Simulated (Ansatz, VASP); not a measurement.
# In in VASP and in Ansatz

```
CELL_PARAMETERS angstrom
3.33548 0.00000 0.00000
-1.66774 2.88861 0.00000
0.00000 0.00000 20.50914
ATOMIC_POSITIONS crystal
In 0.33333 0.66667 0.36569
In 0.66667 0.33333 0.50000
In 0.33333 0.66667 0.63431
```

Alike in both runs: task single point; functional LDA; k mesh 9 × 9 × 1; occupations fermi-dirac, width 0.05 eV; no spin polarisation.

|  | VASP | Ansatz |
| --- | --- | --- |
| version | VASP 6.6.1 | Ansatz 0.2.0 |
| potentials or method | VASP PAW LDA potentials, release 64 (In_d), cutoff 400 eV | all-electron LAPW, scalar-relativistic |

```tsv
	VASP	Ansatz	Ansatz less VASP
gap on the k mesh at the Fermi level (eV)	none	none	-
rms of the force components (eV/Å)	0.100	0.103	+0.0028
```

LDA's correlation is that of Perdew and Zunger in VASP and of Perdew and Wang (1992) in Ansatz. Atom by atom the forces differ by 0.003 eV/Å (rms over components). A gap of «none» marks a metal or a gap that the smearing closes. Ansatz ran all-electron here, and VASP with PAW potentials.
